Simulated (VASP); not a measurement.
# Si2W (P6_222) in VASP: a series of runs

Si2W is run at these levels: LDA; tasks: single point.

Everything below comes from runs of VASP 6.6.1. Logs are shortened: lines on timing, memory, paths and dates and some standing lists are left out, and cuts for length are marked.

### 1 The cell of the first run

It takes space group P6_222 (No. 180, hexagonal). Conventional cell: a = 4.552 Å, b = 4.552 Å, c = 6.567 Å, α = 90.00°, β = 90.00°, γ = 120.00°. Within 3.0 Å of Si (site symmetry 2) lie 7 Si at 2.25 to 2.93 Å and 5 W at 2.54 to 2.82 Å. W (site symmetry 222) has 10 Si at 2.54 to 2.82 Å and 4 W at 3.16 Å within 3.4 Å.

### 2 Single point, LDA (c/a of the conventional cell at fixed volume 1.4428)

Input file INCAR:

```
ALGO = Normal ; EDIFF = 1E-6
ENCUT = 520 ; ISIF = 2
ISMEAR = 0 ; LASPH = True
LCHARG = False ; LREAL = False
LWAVE = False ; NBANDS = 43
NELM = 60 ; PREC = Accurate
SIGMA = 0.03
```

Input file KPOINTS:

```
k-points
0
Gamma
  9 9 6
```

Input file POSCAR:

```
Si2W
1.0
    4.5515367784      0.0000000000      0.0000000000
   -2.2757683892      3.9417464763      0.0000000000
    0.0000000000      0.0000000000      6.5670079528
Si W
6 3
Direct
    0.8572664714      0.7145329428      0.5000000000
    0.1427335286      0.8572664714      0.8333333333
    0.7145329428      0.8572664714      0.1666666667
    0.1427335286      0.2854670572      0.5000000000
    0.8572664714      0.1427335286      0.8333333333
    0.2854670572      0.1427335286      0.1666666667
    0.0000000000      0.5000000000      0.1666666667
    0.5000000000      0.5000000000      0.8333333333
    0.5000000000      0.0000000000      0.5000000000
```

Potentials or basis: VASP PAW LDA potentials, release 64 (Si, W_sv).

Launch:

```console
$ cat potpaw_LDA.64/Si/POTCAR potpaw_LDA.64/W_sv/POTCAR > POTCAR
$ mpirun -np 1 vasp_std > vasp.out
```

OUTCAR:

```text
EDIFF = 1E-6
   ENCUT = 520
   ISIF = 2
   ISMEAR = 0
   LASPH = True
   LREAL = False
   NELM = 60
   PREC = Accurate

 ion  position               nearest neighbor table
   1  0.857  0.715  0.500-   4 2.25   2 2.46   3 2.46   9 2.54   9 2.54   7 2.61   8 2.61   9 2.82
                             4 2.84   4 2.84   6 2.93   5 2.93
   2  0.143  0.857  0.833-   5 2.25   1 2.46   6 2.46   8 2.54   8 2.54   9 2.61   7 2.61   8 2.82
                             5 2.84   5 2.84   4 2.93   3 2.93
   3  0.715  0.857  0.167-   6 2.25   1 2.46   5 2.46   7 2.54   7 2.54   9 2.61   8 2.61   7 2.82
                             6 2.84   6 2.84   4 2.93   2 2.93
   4  0.143  0.285  0.500-   1 2.25   5 2.46   6 2.46   9 2.54   9 2.54   7 2.61   8 2.61   9 2.82
                             1 2.84   1 2.84   3 2.93   2 2.93
   5  0.857  0.143  0.833-   2 2.25   4 2.46   3 2.46   8 2.54   8 2.54   9 2.61   7 2.61   8 2.82
                             2 2.84   2 2.84   1 2.93   6 2.93
   6  0.285  0.143  0.167-   3 2.25   4 2.46   2 2.46   7 2.54   7 2.54   9 2.61   8 2.61   7 2.82
                             3 2.84   3 2.84   1 2.93   5 2.93
   7  0.000  0.500  0.167-   6 2.54   3 2.54   6 2.54   3 2.54   1 2.61   4 2.61   2 2.61   5 2.61
                             3 2.82   6 2.82   9 3.16   9 3.16   8 3.16   8 3.16
   8  0.500  0.500  0.833-   5 2.54   2 2.54   2 2.54   5 2.54   1 2.61   4 2.61   3 2.61   6 2.61
                             5 2.82   2 2.82   9 3.16   9 3.16   7 3.16   7 3.16
   9  0.500  0.000  0.500-   4 2.54   1 2.54   4 2.54   1 2.54   6 2.61   3 2.61   2 2.61   5 2.61
                             4 2.82   1 2.82   7 3.16   8 3.16   8 3.16   7 3.16

  LATTYP: Found a hexagonal cell.
 ALAT       =     4.5515367784
 C/A-ratio  =     1.4428111367

  Lattice vectors:

 A1 = (   4.5515367784,   0.0000000000,   0.0000000000)
 A2 = (  -2.2757683892,   3.9417464763,   0.0000000000)
 A3 = (   0.0000000000,   0.0000000000,   6.5670079528)

Analysis of symmetry for initial positions (statically):
=====================================================================
 Subroutine PRICEL returns:
 Original cell was already a primitive cell.

 Routine SETGRP: Setting up the symmetry group for a
 hexagonal supercell.

 Subroutine GETGRP returns: Found 12 space group operations
 (whereof  4 operations were pure point group operations)
 out of a pool of 24 trial point group operations.

The static configuration has the point symmetry D_2 .
 The point group associated with its full space group is D_6 .

Analysis of symmetry for dynamics (positions and initial velocities):
=====================================================================
 Subroutine PRICEL returns:
 Original cell was already a primitive cell.

 Routine SETGRP: Setting up the symmetry group for a
 hexagonal supercell.

 Subroutine GETGRP returns: Found 12 space group operations
 (whereof  4 operations were pure point group operations)
 out of a pool of 24 trial point group operations.

The dynamic configuration has the point symmetry D_2 .
 The point group associated with its full space group is D_6 .

 Subroutine INISYM returns: Found 12 space group operations
 (whereof  4 operations are pure point group operations),
 and found     1 'primitive' translations

----------------------------------------------------------------------------------------

                                     Primitive cell

  volume of cell :     117.8187

  direct lattice vectors                    reciprocal lattice vectors
     4.551536778  0.000000000  0.000000000     0.219706013  0.126847326  0.000000000
    -2.275768389  3.941746476  0.000000000     0.000000000  0.253694652  0.000000000
     0.000000000  0.000000000  6.567007953     0.000000000  0.000000000  0.152276350

  length of vectors
     4.551536778  4.551536778  6.567007953     0.253694652  0.253694652  0.152276350

  position of ions in fractional coordinates (direct lattice)
     0.857266471  0.714532943  0.500000000
     0.142733529  0.857266471  0.833333333
     0.714532943  0.857266471  0.166666667
     0.142733529  0.285467057  0.500000000
     0.857266471  0.142733529  0.833333333
     0.285467057  0.142733529  0.166666667
     0.000000000  0.500000000  0.166666667
     0.500000000  0.500000000  0.833333333
     0.500000000  0.000000000  0.500000000

  ion indices of the primitive-cell ions
   primitive index   ion index
                 1           1
                 2           2
                 3           3
                 4           4
                 5           5
                 6           6
                 7           7
                 8           8
                 9           9

----------------------------------------------------------------------------------------

 KPOINTS: k-points

Automatic generation of k-mesh.
 Grid dimensions read from file:
 generate k-points for:    9    9    6

 Generating k-lattice:

  Cartesian coordinates                     Fractional coordinates (reciprocal lattice)
     0.024411779  0.014094147  0.000000000     0.111111111  0.000000000  0.000000000
     0.000000000  0.028188295  0.000000000     0.000000000  0.111111111  0.000000000
     0.000000000  0.000000000  0.025379392     0.000000000  0.000000000  0.166666667

  Length of vectors
     0.028188295  0.028188295  0.025379392

  Shift w.r.t. Gamma in fractional coordinates (k-lattice)
     0.000000000  0.000000000  0.000000000

 Subroutine IBZKPT returns following result:
 ===========================================

 Found     48 irreducible k-points:

 Following reciprocal coordinates:
            Coordinates               Weight
  0.000000  0.000000  0.000000      1.000000
  0.111111 -0.000000  0.000000      6.000000
  0.222222  0.000000  0.000000      6.000000
  0.333333  0.000000  0.000000      6.000000
  0.444444  0.000000  0.000000      6.000000
  0.111111  0.111111  0.000000      6.000000
[... 16 lines left out ...]
  0.333333  0.222222  0.166667     24.000000
  0.333333  0.333333  0.166667      4.000000
 [... further k-points ...]
   k-points           NKPTS =     48   k-points in BZ     NKDIM =     48   number of bands    NBANDS=     43
   number of dos      NEDOS =    301   number of ions     NIONS =      9
   total plane-waves  NPLWV =  64800
   dimension x,y,z NGX =    36 NGY =   36 NGZ =   50
   dimension x,y,z NGXF=    72 NGYF=   72 NGZF=  100
   ions per type =               6   3
   NGX,Y,Z   is equivalent  to a cutoff of  13.15, 13.15, 12.66 a.u.
   NGXF,Y,Z  is equivalent  to a cutoff of  26.30, 26.30, 25.32 a.u.
 SYSTEM =  unknown system
   PREC   = accura    normal or accurate (medium, high low for compatibility)
   ISTART =      0    job   : 0-new  1-cont  2-samecut
   ICHARG =      2    charge: 1-file 2-atom 10-const
   ISPIN  =      1    spin polarized calculation?
   LNONCOLLINEAR =      F non collinear calculations
   LSORBIT =      F    spin-orbit coupling
   LASPH  =      T    aspherical Exc in radial PAW
   ENCUT  =  520.0 eV  38.22 Ry    6.18 a.u.   8.46  8.46 12.21*2*pi/ulx,y,z
   NELM   =     60;   NELMIN=  2; NELMDL= -5     # of ELM steps
   EDIFF  = 0.1E-05   stopping-criterion for ELM
   LREAL  =      F    real-space projection
   EDIFFG = 0.1E-04   stopping-criterion for IOM
   NSW    =      0    number of steps for IOM
   IBRION =     -1    ionic relax: 0-MD 1-quasi-New 2-CG
   NFREE  =      0    steps in history (QN), initial steepest desc. (CG)
   ISIF   =      2    stress and relaxation
   ISYM   =      2    0-nonsym 1-usesym 2-fastsym
   POTIM  = 0.5000    time-step for ionic-motion
   TEBEG  =    0.0;   TEEND  =   0.0 temperature during run
   PSTRESS=    0.0 pullay stress
   NELECT =      66.0000    total number of electrons
   NUPDOWN=      -1.0000    fix difference up-down
   EMIN   =  10.00;   EMAX   =-10.00  energy-range for DOS
   EFERMI =   0.00;   METHOD = LEGACY
   ISMEAR =     0;   SIGMA  =   0.03  broadening in eV -4-tet -1-fermi 0-gaus
   EFERMI_NEDOS =   21; number of points for ismear=-14 and -15
   IALGO  =     38    algorithm
   IMIX   =      4    mixing-type and parameters
     AMIX     =   0.40;   BMIX     =  1.00
     AMIX_MAG =   1.60;   BMIX_MAG =  1.00
  volume/ion in A,a.u.               =      13.09        88.34
  Fermi-wavevector in a.u.,A,eV,Ry     =   1.349537  2.550255 24.779603  1.821249
  Thomas-Fermi vector in A             =   2.477115
   LORBIT       =      0    0 simple, 1 ext, 2 COOP (PROOUT), +10 PAW based schemes
   GGA     = CA    functional components
   LHFCALC =     F    Hartree Fock is set to
   AEXX    =    0.0000 exact exchange contribution
   IVDW    =     0    specifies the selected vdW correction
   LEPSILON=     F    determine dielectric tensor
   LRPA    =     F    only Hartree local field effects (RPA)
 non-spin polarized calculation
 Gauss-broadening in eV      SIGMA  =   0.03
  energy-cutoff  :      520.00
  volume of cell :      117.82
 maximum number of plane-waves:      3204
 NGX is ok and might be reduce to    36
   NGX = 17   NGY = 17   NGZ = 25

 number of electron      65.9999998 magnetization

 Free energy of the ion-electron system (eV)
  ---------------------------------------------------
  ext. energy  EPLUGINS =         0.00000000
  ---------------------------------------------------
  free energy    TOTEN  =       -79.75206037 eV

  energy without entropy =      -79.75042839  energy(sigma->0) =      -79.75124438

 E-fermi :  12.6937     XC(G=0): -12.7667

 val. band max:       12.6292746183   @ k =   0.3333   0.1111   0.5000
 cond. band min:      12.6961103918   @ k =   0.2222   0.1111   0.1667
 fundamental gap:      0.0668357735
 Fermi energy:        12.6937194495

 k-point     1 :       0.0000    0.0000    0.0000
  band No.  band energies     occupation
      1     -61.0025      2.00000
      2     -60.9877      2.00000
      3     -60.9877      2.00000
      4     -25.7602      2.00000
      5     -25.7602      2.00000
      6     -25.6811      2.00000
[... 35 lines left out ...]
     42      15.9164      0.00000
     43      15.9264      0.00000

 k-point     2 :       0.1111   -0.0000    0.0000
  band No.  band energies     occupation
      1     -61.0021      2.00000
      2     -60.9881      2.00000
      3     -60.9877      2.00000
      4     -25.7615      2.00000
      5     -25.7594      2.00000
      6     -25.6872      2.00000
[... 35 lines left out ...]
     42      15.8407      0.00000
     43      16.3239      0.00000

 k-point     3 :       0.2222    0.0000    0.0000
  band No.  band energies     occupation
      1     -61.0009      2.00000
      2     -60.9892      2.00000
      3     -60.9877      2.00000
      4     -25.7646      2.00000
      5     -25.7567      2.00000
      6     -25.7012      2.00000
[... 35 lines left out ...]
     42      16.0408      0.00000
     43      16.8055      0.00000

 k-point     4 :       0.3333    0.0000    0.0000
  band No.  band energies     occupation
      1     -60.9993      2.00000
      2     -60.9908      2.00000
      3     -60.9877      2.00000
      4     -25.7680      2.00000
      5     -25.7518      2.00000
      6     -25.7168      2.00000
[... 863 lines left out ...]
     42      16.0264      0.00000
     43      16.4376      0.00000

 k-point    23 :       0.3333    0.2222    0.1667
  band No.  band energies     occupation
      1     -60.9969      2.00000
      2     -60.9929      2.00000
      3     -60.9879      2.00000
      4     -25.7720      2.00000
      5     -25.7500      2.00000
      6     -25.7251      2.00000
[... 35 lines left out ...]
     42      16.1028      0.00000
     43      16.4709      0.00000

 k-point    24 :       0.3333    0.3333    0.1667
  band No.  band energies     occupation
      1     -60.9963      2.00000
      2     -60.9934      2.00000
      3     -60.9880      2.00000
      4     -25.7710      2.00000
      5     -25.7523      2.00000
      6     -25.7253      2.00000
[... 35 lines left out ...]
     42      16.2510      0.00000
     43      16.2512      0.00000

 [... further k-points ...]
[... 5 lines left out ...]
  --------------------------------------------------------------------------------------
  -------------------------------------------------------------------------------------
  Total        5.8948545      5.8948545     -0.0304691      0.0000000     -0.0000000      0.0000000
  in kB       80.1621551     80.1621551     -0.4143393      0.0000000     -0.0000000      0.0000000
  external PRESSURE =      53.3033236 kB  Pullay stress =       0.0000000 kB

 VOLUME and BASIS-vectors are now :
 -----------------------------------------------------------------------------
  energy-cutoff  :      520.00
  volume of cell :      117.82
      direct lattice vectors                 reciprocal lattice vectors
     4.551536778  0.000000000  0.000000000     0.219706013  0.126847326  0.000000000
    -2.275768389  3.941746476  0.000000000     0.000000000  0.253694652  0.000000000
     0.000000000  0.000000000  6.567007953     0.000000000  0.000000000  0.152276350

 POSITION                                       TOTAL-FORCE (eV/Angst)
 -----------------------------------------------------------------------------------
      2.27577      2.81651      3.28350        -0.000000     -3.770457     -0.000000
     -1.30128      3.37913      5.47251         3.265312     -1.885229      0.000000
      1.30128      3.37913      1.09450        -3.265312     -1.885229     -0.000000
     -0.00000      1.12524      3.28350         0.000000      3.770457     -0.000000
      3.57705      0.56262      5.47251        -3.265312      1.885229      0.000000
      0.97449      0.56262      1.09450         3.265312      1.885229     -0.000000
     -1.13788      1.97087      1.09450        -0.000000      0.000000     -0.000000
      1.13788      1.97087      5.47251         0.000000     -0.000000      0.000000
      2.27577      0.00000      3.28350        -0.000000      0.000000     -0.000000
 -----------------------------------------------------------------------------------
    total drift:                               -0.000000     -0.000000     -0.000000

  FREE ENERGIE OF THE ION-ELECTRON SYSTEM (eV)
  ---------------------------------------------------
  free  energy   TOTEN  =       -79.7520603724 eV

  energy  without entropy=      -79.7504283877  energy(sigma->0) =      -79.75124438
```

Wall time 3.1 min (1 thread of Intel Xeon 6975P-C, shared host); peak memory 0.32 GiB.

Results:

| Property | Result |
| --- | --- |
| Free energy | -79.7521 eV |
| Pressure | 5.3 GPa |
| Largest force | 3.770 eV/Å |
| Band gap on the k mesh | zero (band 33 reaches 12.89 eV, above the bottom of band 34 at 12.50 eV) |

Forces in eV/Å, atoms in the order of the input:
```
Si   0.000 -3.770  0.000
Si   3.265 -1.885  0.000
Si  -3.265 -1.885  0.000
Si   0.000  3.770  0.000
Si  -3.265  1.885  0.000
Si   3.265  1.885  0.000
W    0.000  0.000  0.000
W    0.000  0.000  0.000
W    0.000  0.000  0.000
```

Levels at points of the mesh, in eV from the Fermi level:
```csv
k point,band 30,band 31,band 32,band 33,band 34,band 35,band 36,band 37
"(0.00, 0.00, 0.00)",-2.78,-2.78,-1.39,-0.36,1.40,1.40,2.34,2.55
"(0.00, 0.00, 0.50)",-1.88,-1.88,-0.39,-0.39,1.81,1.81,2.49,2.51
```

Caveat: spin-orbit coupling is left out, which moves the levels of the heavy elements; forces of over 1 eV/Å act on the atoms, so gaps and moduli don't describe the material at rest.

### 3 Single point, LDA (c/a of the conventional cell at fixed volume 1.5582)

Input file INCAR:

```
PREC = Accurate
ENCUT = 520
EDIFF = 1E-7
ISMEAR = 0
SIGMA = 0.03
LREAL = False
LASPH = True
NELM = 60
ALGO = Normal
ISIF = 2
LWAVE = False
LCHARG = False
GGA = CA
NBANDS = 43
```

Input file KPOINTS:

```
regular mesh
0
Gamma
  9 9 6
```

Input file POSCAR:

```
Si2W
1.0
    4.4362922824      0.0000000000      0.0000000000
   -2.2181461412      3.8419418152      0.0000000000
    0.0000000000      0.0000000000      6.9126306345
Si W
6 3
Direct
    0.8044091907      0.6088183814      0.5000000000
    0.1955908093      0.8044091907      0.8333333333
    0.6088183814      0.8044091907      0.1666666667
    0.1955908093      0.3911816186      0.5000000000
    0.8044091907      0.1955908093      0.8333333333
    0.3911816186      0.1955908093      0.1666666667
    0.0000000000      0.5000000000      0.1666666667
    0.5000000000      0.5000000000      0.8333333333
    0.5000000000      0.0000000000      0.5000000000
```

Potentials or basis: VASP PAW LDA potentials, release 64 (Si, W_sv).

Launch:

```console
$ cat potpaw_LDA.64/Si/POTCAR potpaw_LDA.64/W_sv/POTCAR > POTCAR
$ mpirun -np 1 vasp_std > vasp.out
```

It took 4.1 min on 1 thread of Intel Xeon 6975P-C, shared host; peak memory 0.32 GiB.

The run converged. Its results:

```yaml
Free_energy: -77.8948 eV
Pressure: 12.3 GPa
Largest_force: 4.312 eV/Å
Band_gap_on_the_k_mesh: 0.06 eV, indirect (least direct gap 0.74 eV)
```

Forces on the atoms (eV/Å):
```
Si   0.000  4.312  0.000
Si  -3.735  2.156  0.000
Si   3.735  2.156  0.000
Si   0.000 -4.312  0.000
Si   3.735 -2.156  0.000
Si  -3.735 -2.156  0.000
W    0.000  0.000  0.000
W    0.000  0.000  0.000
W    0.000  0.000  0.000
```

Stress tensor (GPa, compression positive):
```
21.28  0.00  0.00
 0.00 21.28  0.00
 0.00  0.00 -5.69
```

Levels at points of the mesh, in eV from the valence-band top:
| k point | band 31 | band 32 | band 33 | band 34 | band 35 | band 36 |
| --- | --- | --- | --- | --- | --- | --- |
| (0.00, 0.00, 0.00) | -1.57 | -1.25 | -1.14 | 2.66 | 2.73 | 2.73 |
| (0.00, 0.00, 0.50) | -1.38 | -1.38 | -0.14 | 1.17 | 2.18 | 2.32 |

Caveat: spin-orbit coupling is left out, which moves the levels of the heavy elements; forces of over 1 eV/Å act on the atoms, so gaps and moduli don't describe the material at rest.
